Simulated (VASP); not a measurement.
# ZnSe (P4/nmm) in VASP: further runs

ZnSe is run at these levels: PBEsol; tasks: single point.

Everything below comes from runs of VASP 6.6.1. Logs are shortened: lines on timing, memory, paths and dates and some standing lists are left out, and cuts for length are marked.

## Step 1: The cell of the first run

It takes space group P4/nmm (No. 129, tetragonal). Conventional cell: a = 4.026 Å, b = 4.026 Å, c = 5.529 Å, α = 90.00°, β = 90.00°, γ = 90.00°. Zn (site symmetry -4m2) has 4 Se at 2.44 Å and 4 Zn at 2.85 Å within 3.2 Å. Se (site symmetry 4mm) has 4 Zn at 2.44 Å within 3.2 Å.

## Step 2: Single point, PBEsol

Input file INCAR:

```
SYSTEM = ZnSe
PREC     = Accurate       ! precision mode
ENCUT    = 520            ! plane-wave cutoff, eV
EDIFF    = 1E-7           ! SCF threshold, eV
ISMEAR   = 0              ! smearing method
SIGMA    = 0.05           ! smearing width, eV
LREAL    = .False.        ! projectors in reciprocal space
LASPH    = .True.         ! aspherical terms in the spheres
NELM     = 80             ! most SCF steps
ALGO     = Normal         ! electronic algorithm
ISIF     = 2              ! what is computed and relaxed
LWAVE    = .False.        ! write WAVECAR
LCHARG   = .False.        ! write CHGCAR
GGA      = PS             ! functional
NBANDS   = 26             ! bands
```

Input file KPOINTS:

```
Automatic mesh
0
Gamma
  8 8 6
  0 0 0
```

Input file POSCAR:

```
ZnSe
1.0
    4.0261152320      0.0000000000      0.0000000000
    0.0000000000      4.0261152320      0.0000000000
    0.0000000000      0.0000000000      5.5286396999
Zn Se
2 2
Direct
    0.0000000000      0.0000000000      0.0000000000
    0.5000000000      0.5000000000      0.0000000000
    0.0000000000      0.5000000000      0.2500800731
    0.5000000000      0.0000000000      0.7499199269
```

Potentials or basis: VASP PAW PBE potentials, release 64 (Zn, Se).

Started as:

```console
$ cat potpaw_PBE.64/Zn/POTCAR potpaw_PBE.64/Se/POTCAR > POTCAR
$ mpirun -np 1 vasp_std > vasp.out
```

OUTCAR:

```text
SYSTEM = ZnSe
   PREC = Accurate
   ENCUT = 520
   EDIFF = 1E-7
   ISMEAR = 0
   LREAL = .False.
   LASPH = .True.
   NELM = 80
   ISIF = 2
   GGA = PS

 ion  position               nearest neighbor table
   1  0.000  0.000  0.000-   3 2.44   4 2.44   3 2.44   4 2.44   2 2.85   2 2.85   2 2.85   2 2.85

   2  0.500  0.500  0.000-   3 2.44   4 2.44   4 2.44   3 2.44   1 2.85   1 2.85   1 2.85   1 2.85

   3  0.000  0.500  0.250-   1 2.44   2 2.44   1 2.44   2 2.44
   4  0.500  0.000  0.750-   1 2.44   2 2.44   2 2.44   1 2.44

  LATTYP: Found a simple tetragonal cell.
 ALAT       =     4.0261152320
 C/A-ratio  =     1.3731946011

  Lattice vectors:

 A1 = (   4.0261152320,   0.0000000000,   0.0000000000)
 A2 = (   0.0000000000,   4.0261152320,   0.0000000000)
 A3 = (   0.0000000000,   0.0000000000,   5.5286396999)

Analysis of symmetry for initial positions (statically):
=====================================================================
 Subroutine PRICEL returns:
 Original cell was already a primitive cell.

 Routine SETGRP: Setting up the symmetry group for a
 simple tetragonal supercell.

 Subroutine GETGRP returns: Found 16 space group operations
 (whereof  8 operations were pure point group operations)
 out of a pool of 16 trial point group operations.

The static configuration has the point symmetry D_2d.
 The point group associated with its full space group is D_4h.

Analysis of symmetry for dynamics (positions and initial velocities):
=====================================================================
 Subroutine PRICEL returns:
 Original cell was already a primitive cell.

 Routine SETGRP: Setting up the symmetry group for a
 simple tetragonal supercell.

 Subroutine GETGRP returns: Found 16 space group operations
 (whereof  8 operations were pure point group operations)
 out of a pool of 16 trial point group operations.

The dynamic configuration has the point symmetry D_2d.
 The point group associated with its full space group is D_4h.

 Subroutine INISYM returns: Found 16 space group operations
 (whereof  8 operations are pure point group operations),
 and found     1 'primitive' translations

----------------------------------------------------------------------------------------

                                     Primitive cell

  volume of cell :      89.6171

  direct lattice vectors                    reciprocal lattice vectors
     4.026115232  0.000000000  0.000000000     0.248378385  0.000000000  0.000000000
     0.000000000  4.026115232  0.000000000     0.000000000  0.248378385  0.000000000
     0.000000000  0.000000000  5.528639700     0.000000000  0.000000000  0.180876319

  length of vectors
     4.026115232  4.026115232  5.528639700     0.248378385  0.248378385  0.180876319

  position of ions in fractional coordinates (direct lattice)
     0.000000000  0.000000000  0.000000000
     0.500000000  0.500000000  0.000000000
     0.000000000  0.500000000  0.250080073
     0.500000000  0.000000000  0.749919927

  ion indices of the primitive-cell ions
   primitive index   ion index
                 1           1
                 2           2
                 3           3
                 4           4

----------------------------------------------------------------------------------------

 KPOINTS: Automatic mesh

Automatic generation of k-mesh.
 Grid dimensions read from file:
 generate k-points for:    8    8    6

 Generating k-lattice:

  Cartesian coordinates                     Fractional coordinates (reciprocal lattice)
     0.031047298  0.000000000  0.000000000     0.125000000  0.000000000  0.000000000
     0.000000000  0.031047298  0.000000000     0.000000000  0.125000000  0.000000000
     0.000000000  0.000000000  0.030146053     0.000000000  0.000000000  0.166666667

  Length of vectors
     0.031047298  0.031047298  0.030146053

  Shift w.r.t. Gamma in fractional coordinates (k-lattice)
     0.000000000  0.000000000  0.000000000

 Subroutine IBZKPT returns following result:
 ===========================================

 Found     60 irreducible k-points:

 Following reciprocal coordinates:
            Coordinates               Weight
  0.000000  0.000000  0.000000      1.000000
  0.125000  0.000000  0.000000      4.000000
  0.250000  0.000000  0.000000      4.000000
  0.375000  0.000000  0.000000      4.000000
  0.500000  0.000000  0.000000      2.000000
  0.125000  0.125000  0.000000      4.000000
[... 16 lines left out ...]
  0.375000  0.125000  0.166667     16.000000
  0.500000  0.125000  0.166667      8.000000
 [... further k-points ...]
   k-points           NKPTS =     60   k-points in BZ     NKDIM =     60   number of bands    NBANDS=     26
   number of dos      NEDOS =    301   number of ions     NIONS =      4
   total plane-waves  NPLWV =  37800
   dimension x,y,z NGX =    30 NGY =   30 NGZ =   42
   dimension x,y,z NGXF=    60 NGYF=   60 NGZF=   84
   ions per type =               2   2
[... 60 lines left out ...]

 E-fermi :   1.9859     XC(G=0):  -9.4928

 val. band max:        1.7557940022   @ k =   0.0000   0.0000   0.0000
 cond. band min:       3.2217091196   @ k =   0.0000   0.0000   0.0000
 fundamental gap:      1.4659151174
 Fermi energy:         1.9859250818

 k-point     1 :       0.0000    0.0000    0.0000
  band No.  band energies     occupation
      1     -12.0850      2.00000
      2     -10.7995      2.00000
      3      -5.5470      2.00000
      4      -5.5225      2.00000
      5      -5.4710      2.00000
      6      -5.4710      2.00000
[... 18 lines left out ...]
     25      12.0934      0.00000
     26      12.0934      0.00000

 k-point     2 :       0.1250    0.0000    0.0000
  band No.  band energies     occupation
      1     -12.0078      2.00000
      2     -10.8051      2.00000
      3      -5.5271      2.00000
      4      -5.5185      2.00000
      5      -5.4491      2.00000
      6      -5.4243      2.00000
[... 18 lines left out ...]
     25      10.6574      0.00000
     26      10.9580      0.00000

 k-point     3 :       0.2500    0.0000    0.0000
  band No.  band energies     occupation
      1     -11.7931      2.00000
      2     -10.8428      2.00000
      3      -5.5004      2.00000
      4      -5.4515      2.00000
      5      -5.3652      2.00000
      6      -5.3279      2.00000
[... 18 lines left out ...]
     25       9.4361      0.00000
     26      10.1284      0.00000

 k-point     4 :       0.3750    0.0000    0.0000
  band No.  band energies     occupation
      1     -11.4925      2.00000
      2     -10.9602      2.00000
      3      -5.4291      2.00000
      4      -5.3253      2.00000
      5      -5.2420      2.00000
      6      -5.2405      2.00000
[... 18 lines left out ...]
     25       9.3383      0.00000
     26       9.5775      0.00000

 k-point     5 :       0.5000    0.0000    0.0000
  band No.  band energies     occupation
      1     -11.1874      2.00000
      2     -11.1874      2.00000
      3      -5.3213      2.00000
      4      -5.3213      2.00000
      5      -5.1860      2.00000
      6      -5.1860      2.00000
[... 18 lines left out ...]
     25       9.2006      0.00000
     26       9.2006      0.00000

 k-point     6 :       0.1250    0.1250    0.0000
  band No.  band energies     occupation
      1     -11.9325      2.00000
      2     -10.8070      2.00000
      3      -5.5828      2.00000
      4      -5.4368      2.00000
      5      -5.4069      2.00000
      6      -5.4057      2.00000
[... 427 lines left out ...]
 k-point    21 :       0.1250    0.1250    0.1667
  band No.  band energies     occupation
      1     -11.8931      2.00000
      2     -10.8581      2.00000
      3      -5.5852      2.00000
      4      -5.4325      2.00000
      5      -5.4107      2.00000
      6      -5.4078      2.00000
[... 18 lines left out ...]
     25       8.9852      0.00000
     26      11.3840      0.00000

 k-point    22 :       0.2500    0.1250    0.1667
  band No.  band energies     occupation
      1     -11.6899      2.00000
      2     -10.8712      2.00000
      3      -5.5999      2.00000
      4      -5.3567      2.00000
      5      -5.3443      2.00000
      6      -5.3029      2.00000
[... 18 lines left out ...]
     25       8.6009      0.00000
     26      10.9414      0.00000

 k-point    23 :       0.3750    0.1250    0.1667
  band No.  band energies     occupation
      1     -11.4108      2.00000
      2     -10.9517      2.00000
      3      -5.5443      2.00000
      4      -5.2786      2.00000
      5      -5.2427      2.00000
      6      -5.2325      2.00000
[... 18 lines left out ...]
     25       9.6950      0.00000
     26      10.4346      0.00000

 k-point    24 :       0.5000    0.1250    0.1667
  band No.  band energies     occupation
      1     -11.1388      2.00000
      2     -11.1388      2.00000
      3      -5.4095      2.00000
      4      -5.4095      2.00000
      5      -5.1731      2.00000
      6      -5.1731      2.00000
[... 18 lines left out ...]
     25      10.3009      0.00000
     26      10.3009      0.00000

 [... further k-points ...]
[... 5 lines left out ...]
  --------------------------------------------------------------------------------------
  -------------------------------------------------------------------------------------
  Total        2.1895436      2.1895436      2.9202691      0.0000000      0.0000000      0.0000000
  in kB       39.1447465     39.1447465     52.2086863      0.0000000      0.0000000      0.0000000
  external PRESSURE =      43.4993931 kB  Pullay stress =       0.0000000 kB

 VOLUME and BASIS-vectors are now :
 -----------------------------------------------------------------------------
  energy-cutoff  :      520.00
  volume of cell :       89.62
      direct lattice vectors                 reciprocal lattice vectors
     4.026115232  0.000000000  0.000000000     0.248378385  0.000000000  0.000000000
     0.000000000  4.026115232  0.000000000     0.000000000  0.248378385  0.000000000
     0.000000000  0.000000000  5.528639700     0.000000000  0.000000000  0.180876319

 POSITION                                       TOTAL-FORCE (eV/Angst)
 -----------------------------------------------------------------------------------
      0.00000      0.00000      0.00000         0.000000     -0.000000     -0.000000
      2.01306      2.01306      0.00000        -0.000000      0.000000     -0.000000
      0.00000      2.01306      1.38260         0.000000      0.000000      1.112946
      2.01306      0.00000      4.14604         0.000000     -0.000000     -1.112946
 -----------------------------------------------------------------------------------
    total drift:                                0.000000      0.000000      0.000000

  FREE ENERGIE OF THE ION-ELECTRON SYSTEM (eV)
  ---------------------------------------------------
  free  energy   TOTEN  =       -12.7779676740 eV

  energy  without entropy=      -12.7779676740  energy(sigma->0) =      -12.77796767
```

Wall time 65 s (1 thread of Intel Xeon 6975P-C (Granite Rapids), shared host); peak memory 0.26 GiB.

Results:

| Property | Result |
| --- | --- |
| Free energy | -12.7780 eV |
| Pressure | 4.3 GPa |
| Largest force | 1.113 eV/Å |
| Band gap on the k mesh | 1.47 eV, direct |

Forces on the atoms (eV/Å):
```
Zn   0.000  0.000  0.000
Zn   0.000  0.000  0.000
Se   0.000  0.000  1.113
Se   0.000  0.000 -1.113
```

Levels at points of the mesh, in eV from the valence-band top:
```
           k point  band 15  band 16  band 17  band 18  band 19  band 20  band 21  band 22
(0.00, 0.00, 0.00)    -2.96    -0.22    -0.22     0.00     1.47     1.84     2.37     5.52
(0.50, 0.00, 0.00)    -1.97    -1.97    -1.29    -1.29     3.30     3.30     6.03     6.03
(0.50, 0.50, 0.00)    -2.63    -2.63    -2.43    -2.43     3.03     3.03     3.58     3.58
(0.00, 0.00, 0.50)    -2.73    -1.51    -0.67    -0.67     1.67     3.18     4.05     4.63
(0.50, 0.00, 0.50)    -1.24    -1.24    -0.85    -0.85     2.40     2.40     5.81     5.81
(0.50, 0.50, 0.50)    -3.13    -3.13    -3.02    -3.02     4.90     4.90     5.57     5.57
```

Caveat: the PAW data sets were made with another functional, which shifts forces and pressure a little. Expect the measured gap to be larger: semilocal functionals such as PBEsol lack the derivative discontinuity.

## Step 3: Single point, PBEsol

This run uses another cell than the first one, of 23.45 Å³/atom, 1.047 times its volume.

Input file INCAR:

```
PREC = Accurate
ENCUT = 520
EDIFF = 1E-6
ISMEAR = 0
SIGMA = 0.05
LREAL = False
LASPH = True
NELM = 100
ALGO = Normal
ISIF = 2
LWAVE = False
LCHARG = True
GGA = PS
LELF = True
LVHAR = True
NBANDS = 26
```

Input file KPOINTS:

```
regular mesh
0
Gamma
  8 8 6
```

Input file POSCAR:

```
ZnSe
1.0
    4.0878057515      0.0000000000      0.0000000000
    0.0000000000      4.0878057515      0.0000000000
    0.0000000000      0.0000000000      5.6133527882
Zn Se
2 2
Direct
    0.0000000000      0.0000000000      0.0000000000
    0.5000000000      0.5000000000      0.0000000000
    0.0000000000      0.5000000000      0.2319924411
    0.5000000000      0.0000000000      0.7680075589
```

Potentials or basis: VASP PAW PBE potentials, release 64 (Zn, Se).

Started as:

```console
$ cat potpaw_PBE.64/Zn/POTCAR potpaw_PBE.64/Se/POTCAR > POTCAR
$ mpirun -np 1 vasp_std > vasp.out
```

It took 2.4 min on 1 thread of Intel Xeon Platinum 8375C at 2.90GHz (Ice Lake), shared host; peak memory 0.27 GiB.

The run converged. Its results:

```
Free energy            : -12.6306 eV
Pressure               : 5.2 GPa
Largest force          : 1.578 eV/Å
Band gap on the k mesh : 1.16 eV, direct
```

Forces on the atoms (eV/Å):
```
Zn   0.000  0.000  0.000
Zn   0.000  0.000  0.000
Se   0.000  0.000  1.578
Se   0.000  0.000 -1.578
```

Stress tensor (GPa, compression positive):
```
4.63 0.00 0.00
0.00 4.63 0.00
0.00 0.00 6.48
```

Levels at points of the mesh, in eV from the valence-band top:
| k point | band 14 | band 15 | band 16 | band 17 | band 18 | band 19 | band 20 | band 21 | band 22 | band 23 |
| --- | --- | --- | --- | --- | --- | --- | --- | --- | --- | --- |
| (0.00, 0.00, 0.00) | -3.14 | -3.14 | -0.35 | -0.35 | 0.00 | 1.16 | 1.93 | 2.41 | 5.39 | 6.25 |
| (0.50, 0.00, 0.00) | -4.94 | -1.66 | -1.66 | -1.47 | -1.47 | 3.02 | 3.02 | 6.32 | 6.32 | 6.48 |
| (0.50, 0.50, 0.00) | -5.04 | -2.56 | -2.56 | -2.40 | -2.40 | 3.35 | 3.35 | 4.06 | 4.06 | 10.18 |
| (0.00, 0.00, 0.50) | -3.00 | -3.00 | -1.34 | -0.65 | -0.65 | 1.31 | 3.19 | 3.88 | 4.66 | 7.05 |
| (0.50, 0.00, 0.50) | -5.34 | -1.43 | -1.43 | -0.82 | -0.82 | 2.37 | 2.37 | 5.87 | 5.87 | 6.28 |
| (0.50, 0.50, 0.50) | -4.90 | -2.91 | -2.91 | -2.87 | -2.87 | 5.00 | 5.00 | 5.83 | 5.83 | 8.24 |

Caveat: the PAW data sets were made with another functional, which shifts forces and pressure a little.

## Step 4: Single point, PBEsol

This run uses another cell than the first one, of 23.45 Å³/atom, 1.047 times its volume.

Input file INCAR:

```
PREC     = Accurate       # precision mode
ENCUT    = 520            # plane-wave cutoff, eV
EDIFF    = 1E-7           # SCF threshold, eV
ISMEAR   = 0              # smearing method
SIGMA    = 0.05           # smearing width, eV
LREAL    = False          # projectors in reciprocal space
LASPH    = True           # aspherical terms in the spheres
NELM     = 100            # most SCF steps
ALGO     = Normal         # electronic algorithm
ISIF     = 2              # what is computed and relaxed
LWAVE    = False          # write WAVECAR
LCHARG   = False          # write CHGCAR
GGA      = PS             # functional
NBANDS   = 26             # bands
```

Input file KPOINTS:

```
Automatic mesh
0
Gamma
  8 8 6
```

Edit POSCAR of step 3 so:

```diff
@@ -10,3 +10,3 @@
     0.5000000000      0.5000000000      0.0000000000
-    0.0000000000      0.5000000000      0.2319924411
-    0.5000000000      0.0000000000      0.7680075589
+    0.0000000000      0.5000000000      0.3043429689
+    0.5000000000      0.0000000000      0.6956570311
```

Started as:

```console
$ cat potpaw_PBE.64/Zn/POTCAR potpaw_PBE.64/Se/POTCAR > POTCAR
$ mpirun -np 1 vasp_std > vasp.out
```

It took 2.6 min on 1 thread of Intel Xeon Platinum 8375C at 2.90GHz (Ice Lake), shared host; peak memory 0.27 GiB.

Results (log left out):

* Free energy: -12.3713 eV
* Pressure: -7.5 GPa
* Largest force: 1.948 eV/Å
* Band gap on the k mesh: 0.90 eV, direct

Forces on the atoms (eV/Å):
```
Zn   0.000  0.000  0.000
Zn   0.000  0.000  0.000
Se   0.000  0.000 -1.948
Se   0.000  0.000  1.948
```

Stress tensor (GPa, compression positive):
```
 -5.81   0.00   0.00
  0.00  -5.81   0.00
  0.00   0.00 -10.93
```

Levels at points of the mesh, in eV from the valence-band top:
```
           k point  band 15  band 16  band 17  band 18  band 19  band 20  band 21  band 22
(0.00, 0.00, 0.00)    -2.24    -0.86     0.00     0.00     0.89     1.80     3.06     4.51
(0.50, 0.00, 0.00)    -2.59    -2.59    -0.91    -0.91     3.33     3.33     4.38     4.38
(0.50, 0.50, 0.00)    -2.42    -2.42    -1.88    -1.88     1.85     1.85     2.06     2.06
(0.00, 0.00, 0.50)    -1.58    -1.58    -1.03    -1.03     2.09     3.13     3.40     4.53
(0.50, 0.00, 0.50)    -0.90    -0.90    -0.83    -0.83     1.57     1.57     5.34     5.34
(0.50, 0.50, 0.50)    -3.25    -3.25    -2.95    -2.95     3.90     3.90     4.06     4.06
```

Caveat: the PAW data sets were made with another functional, which shifts forces and pressure a little.

## Step 5: Single point, PBEsol

This run uses another cell than the first one, of 23.45 Å³/atom, 1.047 times its volume.

Input file INCAR:

```
SYSTEM = ZnSe
PREC = Accurate ; ENCUT = 520
EDIFF = 1E-7 ; ISMEAR = 0
SIGMA = 0.05 ; LREAL = .FALSE.
LASPH = .TRUE. ; NELM = 60
ALGO = Normal ; ISIF = 2
LWAVE = .FALSE. ; LCHARG = .FALSE.
GGA = PS ; NBANDS = 26
```

Input file KPOINTS:

```
Automatic mesh
0
G
  8 8 6
  0 0 0
```

Edit POSCAR of step 4 so:

```diff
@@ -10,3 +10,3 @@
     0.5000000000      0.5000000000      0.0000000000
-    0.0000000000      0.5000000000      0.3043429689
-    0.5000000000      0.0000000000      0.6956570311
+    0.0000000000      0.5000000000      0.2681677050
+    0.5000000000      0.0000000000      0.7318322950
```

Started as:

```console
$ cat potpaw_PBE.64/Zn/POTCAR potpaw_PBE.64/Se/POTCAR > POTCAR
$ mpirun -np 1 vasp_std > vasp.out
```

It took 2.8 min on 1 thread of Intel Xeon Platinum 8375C at 2.90GHz (Ice Lake), shared host; peak memory 0.26 GiB.

The run converged. Its results:

```yaml
Free_energy: -12.8644 eV
Pressure: -2.4 GPa
Largest_force: 0.387 eV/Å
Band_gap_on_the_k_mesh: 1.63 eV, direct
```

Forces in eV/Å, atoms in the order of the input:
```
Zn   0.000  0.000  0.000
Zn   0.000  0.000  0.000
Se   0.000  0.000 -0.387
Se   0.000  0.000  0.387
```

Stress tensor (GPa, compression positive):
```
-2.48  0.00  0.00
 0.00 -2.48  0.00
 0.00  0.00 -2.25
```

Levels at points of the mesh, in eV from the valence-band top:
| k point | band 15 | band 16 | band 17 | band 18 | band 19 | band 20 | band 21 | band 22 |
| --- | --- | --- | --- | --- | --- | --- | --- | --- |
| (0.00, 0.00, 0.00) | -2.37 | -0.06 | 0.00 | 0.00 | 1.63 | 1.75 | 2.75 | 5.52 |
| (0.50, 0.00, 0.00) | -1.93 | -1.93 | -0.92 | -0.92 | 3.51 | 3.51 | 5.50 | 5.50 |
| (0.50, 0.50, 0.00) | -2.29 | -2.29 | -2.02 | -2.02 | 2.92 | 2.92 | 3.13 | 3.13 |
| (0.00, 0.00, 0.50) | -2.05 | -1.44 | -0.57 | -0.57 | 1.96 | 3.32 | 3.96 | 4.81 |
| (0.50, 0.00, 0.50) | -0.86 | -0.86 | -0.70 | -0.70 | 2.32 | 2.32 | 5.81 | 5.81 |
| (0.50, 0.50, 0.50) | -2.85 | -2.85 | -2.70 | -2.70 | 4.76 | 4.76 | 4.97 | 4.97 |

Caveat: the PAW data sets were made with another functional, which shifts forces and pressure a little.
